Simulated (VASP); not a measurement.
# BaTe (rocksalt type) (Fm-3m) in VASP: a series of runs

BaTe (rocksalt type) is run at these levels: PBE; tasks: single point, relaxation of cell and atoms.

All numbers are computed with VASP 6.6.1; they aren't measurements. Logs are shortened: lines on timing, memory, paths and dates and some standing lists are left out, and cuts for length are marked.

## 1. The cell of the first run

It takes space group Fm-3m (No. 225, cubic). The conventional cell has a = 7.064 Å, b = 7.064 Å, c = 7.064 Å, α = 90.00°, β = 90.00°, γ = 90.00°. Within 4.6 Å of Ba (site symmetry m-3m) lie 6 Te at 3.53 Å. Within 4.6 Å of Te (site symmetry m-3m) lie 6 Ba at 3.53 Å.

## 2. Single point, PBE

The input, INCAR:

```
  PREC = Accurate
  ENCUT = 520
  EDIFF = 1E-6
  ISMEAR = -1
  SIGMA = 0.03
  LREAL = F
  LASPH = T
  NELM = 100
  ALGO = Normal
  ISIF = 2
  LWAVE = F
  LCHARG = T
  GGA = PE
  LELF = T
  LVHAR = T
  NBANDS = 15
```

The input, KPOINTS:

```
Automatic mesh
0
Gamma
  9 9 9
```

The input, POSCAR:

```
BaTe
1.0
    0.0000000000      3.5319393765      3.5319393765
    3.5319393765      0.0000000000      3.5319393765
    3.5319393765      3.5319393765      0.0000000000
Ba Te
1 1
Direct
    0.0000000000      0.0000000000      0.0000000000
    0.5000000000      0.5000000000      0.5000000000
```

Potentials or basis: VASP PAW PBE potentials, release 64 (Ba_sv, Te).

On the command line:

```
$ cat potpaw_PBE.64/Ba_sv/POTCAR potpaw_PBE.64/Te/POTCAR > POTCAR
$ mpirun -np 1 vasp_std > vasp.out
```

OUTCAR:

```text
PREC = Accurate
   ENCUT = 520
   EDIFF = 1E-6
   ISMEAR = -1
   LREAL = F
   LASPH = T
   NELM = 100
   ISIF = 2
   GGA = PE

 ion  position               nearest neighbor table
   1  0.000  0.000  0.000-   2 3.53   2 3.53   2 3.53   2 3.53   2 3.53   2 3.53
   2  0.500  0.500  0.500-   1 3.53   1 3.53   1 3.53   1 3.53   1 3.53   1 3.53

  LATTYP: Found a face centered cubic cell.
 ALAT       =     7.0638787530

  Lattice vectors:

 A1 = (   0.0000000000,   3.5319393765,   3.5319393765)
 A2 = (   3.5319393765,   0.0000000000,   3.5319393765)
 A3 = (   3.5319393765,   3.5319393765,   0.0000000000)

Analysis of symmetry for initial positions (statically):
=====================================================================
 Subroutine PRICEL returns:
 Original cell was already a primitive cell.

 Routine SETGRP: Setting up the symmetry group for a
 face centered cubic supercell.

 Subroutine GETGRP returns: Found 48 space group operations
 (whereof 48 operations were pure point group operations)
 out of a pool of 48 trial point group operations.

The static configuration has the point symmetry O_h .

Analysis of symmetry for dynamics (positions and initial velocities):
=====================================================================
 Subroutine PRICEL returns:
 Original cell was already a primitive cell.

 Routine SETGRP: Setting up the symmetry group for a
 face centered cubic supercell.

 Subroutine GETGRP returns: Found 48 space group operations
 (whereof 48 operations were pure point group operations)
 out of a pool of 48 trial point group operations.

The dynamic configuration has the point symmetry O_h .

 Subroutine INISYM returns: Found 48 space group operations
 (whereof 48 operations are pure point group operations),
 and found     1 'primitive' translations

----------------------------------------------------------------------------------------

                                     Primitive cell

  volume of cell :      88.1190

  direct lattice vectors                    reciprocal lattice vectors
     0.000000000  3.531939377  3.531939377    -0.141565284  0.141565284  0.141565284
     3.531939377  0.000000000  3.531939377     0.141565284 -0.141565284  0.141565284
     3.531939377  3.531939377  0.000000000     0.141565284  0.141565284 -0.141565284

  length of vectors
     4.994916568  4.994916568  4.994916568     0.245198264  0.245198264  0.245198264

  position of ions in fractional coordinates (direct lattice)
     0.000000000  0.000000000  0.000000000
     0.500000000  0.500000000  0.500000000

  ion indices of the primitive-cell ions
   primitive index   ion index
                 1           1
                 2           2

----------------------------------------------------------------------------------------

 KPOINTS: Automatic mesh

Automatic generation of k-mesh.
 Grid dimensions read from file:
 generate k-points for:    9    9    9

 Generating k-lattice:

  Cartesian coordinates                     Fractional coordinates (reciprocal lattice)
    -0.015729476  0.015729476  0.015729476     0.111111111  0.000000000  0.000000000
     0.015729476 -0.015729476  0.015729476     0.000000000  0.111111111  0.000000000
     0.015729476  0.015729476 -0.015729476     0.000000000  0.000000000  0.111111111

  Length of vectors
     0.027244252  0.027244252  0.027244252

  Shift w.r.t. Gamma in fractional coordinates (k-lattice)
     0.000000000  0.000000000  0.000000000

 Subroutine IBZKPT returns following result:
 ===========================================

 Found     35 irreducible k-points:

 Following reciprocal coordinates:
            Coordinates               Weight
  0.000000  0.000000  0.000000      1.000000
  0.111111  0.000000  0.000000      8.000000
  0.222222  0.000000  0.000000      8.000000
  0.333333  0.000000  0.000000      8.000000
  0.444444  0.000000  0.000000      8.000000
  0.111111  0.111111  0.000000      6.000000
[... 16 lines left out ...]
 -0.333333  0.333333  0.000000     12.000000
  0.444444  0.444444  0.000000      6.000000
 [... further k-points ...]
   k-points           NKPTS =     35   k-points in BZ     NKDIM =     35   number of bands    NBANDS=     15
   number of dos      NEDOS =    301   number of ions     NIONS =      2
   total plane-waves  NPLWV =  64000
   dimension x,y,z NGX =    40 NGY =   40 NGZ =   40
   dimension x,y,z NGXF=    80 NGYF=   80 NGZF=   80
   ions per type =               1   1
   NGX,Y,Z   is equivalent  to a cutoff of  13.31, 13.31, 13.31 a.u.
   NGXF,Y,Z  is equivalent  to a cutoff of  26.63, 26.63, 26.63 a.u.
 SYSTEM =  unknown system
   PREC   = accura    normal or accurate (medium, high low for compatibility)
   ISTART =      0    job   : 0-new  1-cont  2-samecut
   ICHARG =      2    charge: 1-file 2-atom 10-const
   ISPIN  =      1    spin polarized calculation?
   LNONCOLLINEAR =      F non collinear calculations
   LSORBIT =      F    spin-orbit coupling
   LASPH  =      T    aspherical Exc in radial PAW
   ENCUT  =  520.0 eV  38.22 Ry    6.18 a.u.   9.29  9.29  9.29*2*pi/ulx,y,z
   NELM   =    100;   NELMIN=  2; NELMDL= -5     # of ELM steps
   EDIFF  = 0.1E-05   stopping-criterion for ELM
   LREAL  =      F    real-space projection
   EDIFFG = 0.1E-04   stopping-criterion for IOM
   NSW    =      0    number of steps for IOM
   IBRION =     -1    ionic relax: 0-MD 1-quasi-New 2-CG
   NFREE  =      0    steps in history (QN), initial steepest desc. (CG)
   ISIF   =      2    stress and relaxation
   ISYM   =      2    0-nonsym 1-usesym 2-fastsym
   POTIM  = 0.5000    time-step for ionic-motion
   TEBEG  =    0.0;   TEEND  =   0.0 temperature during run
   PSTRESS=    0.0 pullay stress
   NELECT =      16.0000    total number of electrons
   NUPDOWN=      -1.0000    fix difference up-down
   EMIN   =  10.00;   EMAX   =-10.00  energy-range for DOS
   EFERMI =   0.00;   METHOD = LEGACY
   ISMEAR =    -1;   SIGMA  =   0.03  broadening in eV -4-tet -1-fermi 0-gaus
   EFERMI_NEDOS =   21; number of points for ismear=-14 and -15
   IALGO  =     38    algorithm
   IMIX   =      4    mixing-type and parameters
     AMIX     =   0.40;   BMIX     =  1.00
     AMIX_MAG =   1.60;   BMIX_MAG =  1.00
  volume/ion in A,a.u.               =      44.06       297.33
  Fermi-wavevector in a.u.,A,eV,Ry     =   0.927025  1.751824 11.692519  0.859376
  Thomas-Fermi vector in A             =   2.053051
   LORBIT       =      0    0 simple, 1 ext, 2 COOP (PROOUT), +10 PAW based schemes
   GGA     = PE    functional components
   LHFCALC =     F    Hartree Fock is set to
   AEXX    =    0.0000 exact exchange contribution
   IVDW    =     0    specifies the selected vdW correction
   LEPSILON=     F    determine dielectric tensor
   LRPA    =     F    only Hartree local field effects (RPA)
 non-spin polarized calculation
  energy-cutoff  :      520.00
  volume of cell :       88.12
 maximum number of plane-waves:      2421
 NGX is ok and might be reduce to    40
   NGX = 19   NGY = 19   NGZ = 19

 number of electron      16.0000000 magnetization

 Free energy of the ion-electron system (eV)
  ---------------------------------------------------
  ext. energy  EPLUGINS =         0.00000000
  ---------------------------------------------------
  free energy    TOTEN  =        -8.62863088 eV

  energy without entropy =       -8.62863088  energy(sigma->0) =       -8.62863088

 E-fermi :   2.7368     XC(G=0):  -8.1374

 val. band max:        2.1074831589   @ k =   0.0000   0.0000   0.0000
 cond. band min:       3.7131043571   @ k =   0.4444   0.4444   0.0000
 fundamental gap:      1.6056211982
 Fermi energy:         2.7368202724

 k-point     1 :       0.0000    0.0000    0.0000
  band No.  band energies     occupation
      1     -24.9839      2.00000
      2     -10.1288      2.00000
      3     -10.1288      2.00000
      4     -10.1288      2.00000
      5      -7.3744      2.00000
      6       2.1075      2.00000
      7       2.1075      2.00000
      8       2.1075      2.00000
      9       4.9133      0.00000
     10       5.0493      0.00000
     11       5.0493      0.00000
     12       5.0493      0.00000
     13       5.6377      0.00000
     14       5.6377      0.00000
     15       9.0909      0.00000

 k-point     2 :       0.1111    0.0000    0.0000
  band No.  band energies     occupation
      1     -24.9826      2.00000
      2     -10.1785      2.00000
      3     -10.1301      2.00000
      4     -10.1301      2.00000
      5      -7.2932      2.00000
      6       1.6956      2.00000
      7       1.9268      2.00000
      8       1.9268      2.00000
      9       5.0380      0.00000
     10       5.2006      0.00000
     11       5.2006      0.00000
     12       5.4746      0.00000
     13       5.9784      0.00000
     14       5.9784      0.00000
     15       9.4700      0.00000

 k-point     3 :       0.2222    0.0000    0.0000
  band No.  band energies     occupation
      1     -24.9793      2.00000
      2     -10.2949      2.00000
      3     -10.1333      2.00000
      4     -10.1333      2.00000
      5      -7.0940      2.00000
      6       0.9588      2.00000
      7       1.5609      2.00000
      8       1.5609      2.00000
      9       5.1584      0.00000
     10       5.6062      0.00000
     11       5.6062      0.00000
     12       6.5425      0.00000
     13       6.8442      0.00000
     14       6.8442      0.00000
     15      10.2519      0.00000
[... 343 lines left out ...]
 k-point    23 :      -0.3333    0.3333    0.0000
  band No.  band energies     occupation
      1     -24.9698      2.00000
      2     -10.3515      2.00000
      3     -10.2612      2.00000
      4     -10.1655      2.00000
      5      -6.9263      2.00000
      6       0.5713      2.00000
      7       1.1298      2.00000
      8       1.2098      2.00000
      9       5.3153      0.00000
     10       6.6493      0.00000
     11       6.8771      0.00000
     12       6.9452      0.00000
     13       8.3240      0.00000
     14       8.5389      0.00000
     15       9.9872      0.00000

 k-point    24 :       0.4444    0.4444    0.0000
  band No.  band energies     occupation
      1     -24.9694      2.00000
      2     -10.3156      2.00000
      3     -10.2010      2.00000
      4     -10.2010      2.00000
      5      -7.1602      2.00000
      6       0.9191      2.00000
      7       1.7257      2.00000
      8       1.7257      2.00000
      9       3.7131      0.00000
     10       6.4590      0.00000
     11       6.6025      0.00000
     12       7.7069      0.00000
     13       7.7266      0.00000
     14       7.7266      0.00000
     15       9.9064      0.00000

 [... further k-points ...]
[... 5 lines left out ...]
  --------------------------------------------------------------------------------------
  -------------------------------------------------------------------------------------
  Total        0.1694795      0.1694795      0.1694795      0.0000000     -0.0000000      0.0000000
  in kB        3.0814715      3.0814715      3.0814715      0.0000000     -0.0000000      0.0000000
  external PRESSURE =       3.0814715 kB  Pullay stress =       0.0000000 kB

 VOLUME and BASIS-vectors are now :
 -----------------------------------------------------------------------------
  energy-cutoff  :      520.00
  volume of cell :       88.12
      direct lattice vectors                 reciprocal lattice vectors
     0.000000000  3.531939377  3.531939377    -0.141565284  0.141565284  0.141565284
     3.531939377  0.000000000  3.531939377     0.141565284 -0.141565284  0.141565284
     3.531939377  3.531939377  0.000000000     0.141565284  0.141565284 -0.141565284

 POSITION                                       TOTAL-FORCE (eV/Angst)
 -----------------------------------------------------------------------------------
      0.00000      0.00000      0.00000         0.000000     -0.000000      0.000000
      3.53194      3.53194      3.53194        -0.000000      0.000000     -0.000000
 -----------------------------------------------------------------------------------
    total drift:                                0.000000     -0.000000     -0.000000

  FREE ENERGIE OF THE ION-ELECTRON SYSTEM (eV)
  ---------------------------------------------------
  free  energy   TOTEN  =        -8.6286308763 eV

  energy  without entropy=       -8.6286308763  energy(sigma->0) =       -8.62863088
```

It took 50 s on 1 thread of Intel Xeon Platinum 8375C at 2.90GHz (Ice Lake), shared host; peak memory 0.25 GiB.

Results:

| Item | Value |
| --- | --- |
| Free energy | -8.6286 eV |
| Pressure | 0.3 GPa |
| Band gap on the k mesh | 1.61 eV, indirect (least direct gap 1.99 eV) |

Caveat: spin-orbit coupling is left out, which moves the levels of the heavy elements.

## 3. Single point, PBE

The input, INCAR:

```
SYSTEM = BaTe
  PREC = Accurate
  ENCUT = 520
  EDIFF = 1E-6
  ISMEAR = -1
  SIGMA = 0.03
  LREAL = .False.
  LASPH = .True.
  NELM = 80
  ALGO = Normal
  ISIF = 2
  LWAVE = .False.
  LCHARG = .False.
  GGA = PE
  NBANDS = 15
```

The input, KPOINTS:

```
regular mesh
0
Gamma
  9 9 9
  0 0 0
```

POSCAR is that of step 2.

Potentials or basis: VASP PAW PBE potentials, release 64 (Ba_sv, Te).

On the command line:

```
$ cat potpaw_PBE.64/Ba_sv/POTCAR potpaw_PBE.64/Te/POTCAR > POTCAR
$ mpirun -np 1 vasp_std > vasp.out
```

Run time: 50 s. Hardware: 1 thread of Intel Xeon Platinum 8375C at 2.90GHz (Ice Lake), shared host; peak memory 0.25 GiB.

The run converged. Its results:

| Quantity | Value |
| --- | --- |
| Free energy | -8.6286 eV |
| Pressure | 0.3 GPa |
| Band gap on the k mesh | 1.61 eV, indirect (least direct gap 1.99 eV) |

Levels at points of the mesh, in eV from the valence-band top:
```
           k point  band 4  band 5  band 6  band 7  band 8  band 9  band 10  band 11  band 12  band 13
(0.00, 0.00, 0.00)  -12.24   -9.48    0.00    0.00    0.00    2.81     2.94     2.94     2.94     3.53
```

Caveat: spin-orbit coupling is left out, which moves the levels of the heavy elements.

(Continued in part 2 of 2.)
